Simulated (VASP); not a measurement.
# Ta (Im-3m) in VASP: single point with PBE

Aim: the single point of Ta with PBE.

Everything below comes from runs of VASP 6.6.1. Logs are shortened: lines on timing, memory, paths and dates and some standing lists are left out, and cuts for length are marked.

### Step 1. The cell of the first run

Symmetry: Im-3m, No. 229, cubic system. Conventional cell: a = 4.070 Å, b = 4.070 Å, c = 4.070 Å, α = 90.00°, β = 90.00°, γ = 90.00°. Within 4.6 Å of Ta (site symmetry m-3m) lie 14 Ta at 3.52 to 4.07 Å.

### Step 2. Single point, PBE

File INCAR:

```
SYSTEM = Ta
PREC = Accurate
ENCUT = 500
EDIFF = 1E-6
ISMEAR = -1
SIGMA = 0.1
LREAL = .False.
LASPH = .True.
NELM = 120
ALGO = Normal
ISIF = 2
LWAVE = .False.
LCHARG = .False.
GGA = PE
NBANDS = 12
GGA_COMPAT = .False.
```

File KPOINTS:

```
regular mesh
0
Gamma
  12 12 12
  0 0 0
```

File POSCAR:

```
Ta
1.0
   -2.0349880000      2.0349880000      2.0349880000
    2.0349880000     -2.0349880000      2.0349880000
    2.0349880000      2.0349880000     -2.0349880000
Ta
1
Direct
    0.0000000000      0.0000000000      0.0000000000
```

Potentials or basis: VASP PAW PBE potentials, release 64 (Ta_pv).

Run with:

```
$ cat potpaw_PBE.64/Ta_pv/POTCAR > POTCAR
$ mpirun -np 1 vasp_std > vasp.out
```

OUTCAR:

```text
SYSTEM = Ta
   PREC = Accurate
   ENCUT = 500
   EDIFF = 1E-6
   ISMEAR = -1
   LREAL = .False.
   LASPH = .True.
   NELM = 120
   ISIF = 2
   GGA = PE

 ion  position               nearest neighbor table
   1  0.000  0.000  0.000-

  LATTYP: Found a body centered cubic cell.
 ALAT       =     4.0699760000

  Lattice vectors:

 A1 = (  -2.0349880000,   2.0349880000,   2.0349880000)
 A2 = (   2.0349880000,  -2.0349880000,   2.0349880000)
 A3 = (   2.0349880000,   2.0349880000,  -2.0349880000)

Analysis of symmetry for initial positions (statically):
=====================================================================
 Subroutine PRICEL returns:
 Original cell was already a primitive cell.

 Routine SETGRP: Setting up the symmetry group for a
 body centered cubic supercell.

 Subroutine GETGRP returns: Found 48 space group operations
 (whereof 48 operations were pure point group operations)
 out of a pool of 48 trial point group operations.

The static configuration has the point symmetry O_h .

Analysis of symmetry for dynamics (positions and initial velocities):
=====================================================================
 Subroutine PRICEL returns:
 Original cell was already a primitive cell.

 Routine SETGRP: Setting up the symmetry group for a
 body centered cubic supercell.

 Subroutine GETGRP returns: Found 48 space group operations
 (whereof 48 operations were pure point group operations)
 out of a pool of 48 trial point group operations.

The dynamic configuration has the point symmetry O_h .

 Subroutine INISYM returns: Found 48 space group operations
 (whereof 48 operations are pure point group operations),
 and found     1 'primitive' translations

----------------------------------------------------------------------------------------

                                     Primitive cell

  volume of cell :      33.7090

  direct lattice vectors                    reciprocal lattice vectors
    -2.034988000  2.034988000  2.034988000     0.000000000  0.245701695  0.245701695
     2.034988000 -2.034988000  2.034988000     0.245701695  0.000000000  0.245701695
     2.034988000  2.034988000 -2.034988000     0.245701695  0.245701695  0.000000000

  length of vectors
     3.524702609  3.524702609  3.524702609     0.347474669  0.347474669  0.347474669

[... 76 lines left out ...]
   ENCUT  =  500.0 eV  36.75 Ry    6.06 a.u.   6.43  6.43  6.43*2*pi/ulx,y,z
   NELM   =    120;   NELMIN=  2; NELMDL= -5     # of ELM steps
   EDIFF  = 0.1E-05   stopping-criterion for ELM
   LREAL  =      F    real-space projection
   EDIFFG = 0.1E-04   stopping-criterion for IOM
   NSW    =      0    number of steps for IOM
   IBRION =     -1    ionic relax: 0-MD 1-quasi-New 2-CG
   NFREE  =      0    steps in history (QN), initial steepest desc. (CG)
   ISIF   =      2    stress and relaxation
   ISYM   =      2    0-nonsym 1-usesym 2-fastsym
   POTIM  = 0.5000    time-step for ionic-motion
   TEBEG  =    0.0;   TEEND  =   0.0 temperature during run
   PSTRESS=    0.0 pullay stress
   NELECT =      11.0000    total number of electrons
   NUPDOWN=      -1.0000    fix difference up-down
   EMIN   =  10.00;   EMAX   =-10.00  energy-range for DOS
   EFERMI =   0.00;   METHOD = LEGACY
   ISMEAR =    -1;   SIGMA  =   0.10  broadening in eV -4-tet -1-fermi 0-gaus
   EFERMI_NEDOS =   21; number of points for ismear=-14 and -15
   IALGO  =     38    algorithm
   IMIX   =      4    mixing-type and parameters
     AMIX     =   0.40;   BMIX     =  1.00
     AMIX_MAG =   1.60;   BMIX_MAG =  1.00
  volume/ion in A,a.u.               =      33.71       227.48
  Fermi-wavevector in a.u.,A,eV,Ry     =   1.127086  2.129884 17.283804  1.270324
  Thomas-Fermi vector in A             =   2.263771
   LORBIT       =      0    0 simple, 1 ext, 2 COOP (PROOUT), +10 PAW based schemes
   GGA     = PE    functional components
   LHFCALC =     F    Hartree Fock is set to
   AEXX    =    0.0000 exact exchange contribution
   IVDW    =     0    specifies the selected vdW correction
   LEPSILON=     F    determine dielectric tensor
   LRPA    =     F    only Hartree local field effects (RPA)
 non-spin polarized calculation
  energy-cutoff  :      500.00
  volume of cell :       33.71
 maximum number of plane-waves:       887
 NGX is ok and might be reduce to    28
   NGX = 13   NGY = 13   NGZ = 13

 number of electron      10.9999998 magnetization

 Free energy of the ion-electron system (eV)
  ---------------------------------------------------
  ext. energy  EPLUGINS =         0.00000000
  ---------------------------------------------------
  free energy    TOTEN  =        -9.05141407 eV

  energy without entropy =       -8.96303774  energy(sigma->0) =       -9.00722591

 E-fermi :   1.5280     XC(G=0):  -9.7233

 val. band max:        1.5227724662   @ k =  -0.4167   0.5000   0.1667
 cond. band min:       1.5456255708   @ k =   0.2500   0.0000   0.0000
 fundamental gap:      0.0228531046
 Fermi energy:         1.5279916921

 k-point     1 :       0.0000    0.0000    0.0000
  band No.  band energies     occupation
      1     -33.6770      2.00000
      2     -33.6770      2.00000
      3     -33.6770      2.00000
      4      -4.0076      2.00000
      5       1.8626      0.06802
      6       1.8626      0.06802
      7       1.8626      0.06802
      8       3.3804      0.00000
      9       3.3804      0.00000
     10      13.6374      0.00000
     11      13.6374      0.00000
     12      13.6374      0.00000
[... 331 lines left out ...]
 k-point    24 :       0.4167    0.0833    0.0833
  band No.  band energies     occupation
      1     -33.7850      2.00000
      2     -33.7231      2.00000
      3     -33.6832      2.00000
      4      -0.6484      2.00000
      5       0.8564      1.99758
      6       1.5737      0.77513
      7       3.2606      0.00000
      8       3.6215      0.00000
      9       5.2713      0.00000
     10       5.5079      0.00000
     11      10.1677      0.00000
     12      10.4658      0.00000

 [... further k-points ...]
[... 5 lines left out ...]
  --------------------------------------------------------------------------------------
  -------------------------------------------------------------------------------------
  Total       -7.1154221     -7.1154221     -7.1154221      0.0000000     -0.0000000      0.0000000
  in kB     -338.1938480   -338.1938480   -338.1938480      0.0000000     -0.0000000      0.0000000
  external PRESSURE =    -338.1938480 kB  Pullay stress =       0.0000000 kB

 VOLUME and BASIS-vectors are now :
 -----------------------------------------------------------------------------
  energy-cutoff  :      500.00
  volume of cell :       33.71
      direct lattice vectors                 reciprocal lattice vectors
    -2.034988000  2.034988000  2.034988000     0.000000000  0.245701695  0.245701695
     2.034988000 -2.034988000  2.034988000     0.245701695  0.000000000  0.245701695
     2.034988000  2.034988000 -2.034988000     0.245701695  0.245701695  0.000000000

 POSITION                                       TOTAL-FORCE (eV/Angst)
 -----------------------------------------------------------------------------------
      0.00000      0.00000      0.00000        -0.000000      0.000000      0.000000
 -----------------------------------------------------------------------------------
    total drift:                               -0.000000     -0.000000     -0.000000

  FREE ENERGIE OF THE ION-ELECTRON SYSTEM (eV)
  ---------------------------------------------------
  free  energy   TOTEN  =        -9.0514140722 eV

  energy  without entropy=       -8.9630377446  energy(sigma->0) =       -9.00722591
```

OSZICAR:

```text
N       E                     dE             d eps       ncg     rms          rms(c)
DAV:   1     0.582117499649E+02    0.58212E+02   -0.58091E+03  1736   0.758E+02
DAV:   2    -0.889032163331E+01   -0.67102E+02   -0.65487E+02  2080   0.212E+02
DAV:   3    -0.100820560624E+02   -0.11917E+01   -0.11669E+01  1932   0.267E+01
DAV:   4    -0.100905029597E+02   -0.84469E-02   -0.84439E-02  1920   0.241E+00
DAV:   5    -0.100905926389E+02   -0.89679E-04   -0.89678E-04  1960   0.223E-01    0.559E+00
DAV:   6    -0.919158156201E+01    0.89901E+00   -0.10206E+00  1820   0.860E+00    0.185E+00
DAV:   7    -0.905356093492E+01    0.13802E+00   -0.39167E-01  1952   0.481E+00    0.767E-01
DAV:   8    -0.905366016125E+01   -0.99226E-04   -0.27554E-02  1836   0.149E+00    0.261E-01
DAV:   9    -0.905143867238E+01    0.22215E-02   -0.62496E-03  1768   0.632E-01    0.429E-02
DAV:  10    -0.905141550434E+01    0.23168E-04   -0.16862E-04  2004   0.120E-01    0.125E-02
DAV:  11    -0.905141406128E+01    0.14431E-05   -0.45118E-06  1948   0.178E-02    0.226E-03
DAV:  12    -0.905141407220E+01   -0.10920E-07   -0.29318E-07  1052   0.429E-03
   1 F= -.90514141E+01 E0= -.90072259E+01  d E =-.883763E-01
```

Run time: 28 s. Hardware: 1 thread of Intel Xeon Platinum 8375C at 2.90GHz (Ice Lake), shared host; peak memory 0.17 GiB.

What came out:

```yaml
Free_energy: -9.0514 eV
Pressure: -33.8 GPa
```

Caveat: spin-orbit coupling is left out, which moves the levels of the heavy elements.
